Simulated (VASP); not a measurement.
Set up this calculation in VASP 6.6.1, as the native input.

```yaml
Task: single point
Functional: BLYP
Dispersion: D4
Potentials_or_basis: VASP PAW PBE potentials, release 64 (Zn, O)
Cutoff: 520 eV
k_mesh: 9 × 9 × 5
Occupations: fermi-dirac, width 0.05 eV
Spin: no spin polarisation
Dipole_correction: no
Further_INCAR_settings: ALGO = Normal; EDIFF = 1e-07; NBANDS = 26
```

The structure of ZnO (zincite) lies in POSCAR:

```
ZnO
1.0
    3.2575496927      0.0000000000      0.0000000000
   -1.6287748464      2.8211207880      0.0000000000
    0.0000000000      0.0000000000      5.2786800574
Zn O
2 2
Direct
    0.6666666667      0.3333333333      0.0006077876
    0.3333333333      0.6666666667      0.5006077876
    0.3333333333      0.6666666667      0.8784022124
    0.6666666667      0.3333333333      0.3784022124
```

These files were run (other wordings do the same):

INCAR

```
PREC = Accurate
ENCUT = 520
EDIFF = 1E-7
ISMEAR = -1
SIGMA = 0.05
LREAL = F
LASPH = T
NELM = 80
ALGO = Normal
ISIF = 2
LWAVE = F
LCHARG = T
GGA = B5
ALDAX = 1.0
AGGAX = 1.0
AGGAC = 1.0
ALDAC = 0.0
IVDW = 13
VDW_S6 = 1.0
VDW_S8 = 2.34076671
VDW_A1 = 0.44488865
VDW_A2 = 4.0933009
LELF = T
LVHAR = T
NBANDS = 26
```

KPOINTS

```
regular mesh
0
Gamma
  9 9 5
```

Potentials or basis: VASP PAW PBE potentials, release 64 (Zn, O).

Run with:

```console
$ cat potpaw_PBE.64/Zn/POTCAR potpaw_PBE.64/O/POTCAR > POTCAR
$ mpirun -np 1 vasp_std > vasp.out
```

It gave:

```yaml
Pressure: 0.9 GPa
Band_gap_on_the_k_mesh: 0.91 eV, direct
Dispersion_energy_per_atom: -0.442 eV
```

Caveat: the PAW data sets were made with another functional, which shifts forces and pressure a little.

It took 87 s on 1 thread of Intel(R) Xeon(R) Platinum 8488C (Sapphire Rapids) (shared host), peak memory 0.18 GiB.
